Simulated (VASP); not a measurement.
Write the native input for VASP 6.6.1 that does the following.

```yaml
Task: single point
Functional: PBEsol
Potentials_or_basis: VASP PAW PBE potentials, release 64 (Mg, Zn, O)
Cutoff: 520 eV
k_mesh: 12 × 12 × 4
Occupations: gaussian, width 0.01 eV
Spin: no spin polarisation
Hubbard_terms: Zn d U = 1.0 eV
Dipole_correction: no
Further_INCAR_settings: ALGO = Normal; EDIFF = 1e-07; NBANDS = 26
```

The structure of Mg2ZnO3 lies in POSCAR:

```
Mg2ZnO3
1.0
    3.0329990000      0.0000000000      0.0000000000
   -1.5164990000      2.6266540000      0.0000000000
    0.0000000000      0.0000000000      7.4033160000
Mg Zn O
2 1 3
Direct
    0.3333333333      0.6666666667      0.6658000000
    0.6666666667      0.3333333333      0.3342000000
    0.0000000000      0.0000000000      0.0000000000
    0.3333333333      0.6666666667      0.1726190000
    0.6666666667      0.3333333333      0.8273810000
    0.0000000000      0.0000000000      0.5000000000
```

One way to write it, as run:

INCAR

```
SYSTEM = Mg2ZnO3
ALGO = Normal
EDIFF = 1E-7
ENCUT = 520
GGA = PS
ISIF = 2
ISMEAR = 0
LASPH = .True.
LCHARG = .False.
LDAU = .True.
LDAUJ = 0 0 0
LDAUL = -1 2 -1
LDAUPRINT = 1
LDAUTYPE = 2
LDAUU = 0 1 0
LREAL = .False.
LWAVE = .False.
NBANDS = 26
NELM = 150
PREC = Accurate
SIGMA = 0.01
```

KPOINTS

```
k-points
0
Gamma
  12 12 4
  0 0 0
```

Potentials or basis: VASP PAW PBE potentials, release 64 (Mg, Zn, O).

Run with:

```console
$ cat potpaw_PBE.64/Mg/POTCAR potpaw_PBE.64/Zn/POTCAR potpaw_PBE.64/O/POTCAR > POTCAR
$ mpirun -np 1 vasp_std > vasp.out
```

It gave:

```
Pressure               : -6.4 GPa
Largest force          : 0.175 eV/Å
Band gap on the k mesh : 2.85 eV (least direct gap 2.95 eV)
```

Caveat: the cell stands under tension; the PAW data sets were made with another functional, which shifts forces and pressure a little.

Run time: 72 s on 1 thread of Intel(R) Xeon(R) Platinum 8124M CPU @ 3.00GHz (Skylake/Cascade Lake), on a shared host, peak memory 0.25 GiB.
